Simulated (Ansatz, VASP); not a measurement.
Two plane-wave programs on Ti

```
Ti
1.0
     2.91622    0.00000    0.00000
    -1.45811    2.52552    0.00000
     0.00000    0.00000    4.72427
Ti
2
Direct
  0.29333 0.64667 0.22000
  0.70667 0.35333 0.78000
```

Change from the starting cell: shortest bond scaled by 0.88, PAW files.

Alike in both runs: task single point; functional PBEsol; k mesh 12 × 12 × 7; occupations fermi-dirac, width 0.05 eV; no spin polarisation.

|  | VASP | Ansatz |
| --- | --- | --- |
| version | VASP 6.6.1 | Ansatz 0.2.0 |
| potentials or method | VASP PAW PBE potentials, release 64 (Ti_sv) | PAW with Ansatz's default frozen-core files, scalar-relativistic |
| plane-wave cutoff (eV) | 520 | 420 |
| valence electrons in the cell | 24 | 24 |

|  | VASP | Ansatz | Ansatz less VASP |
| --- | --- | --- | --- |
| pressure (GPa) | -1.4 | -1.2 | +0.18 |
| traceless stress, the component that is largest in VASP (GPa) | 2.74 | 2.76 | +0.020 |
| rms of the force components (eV/Å) | 0.733 | 0.737 | +0.0033 |

VASP's potentials were made for PBE, not for PBEsol. Atom by atom the forces differ by 0.004 eV/Å (rms over components). With one functional, cell and mesh, what is left measures potentials, basis and numerics.
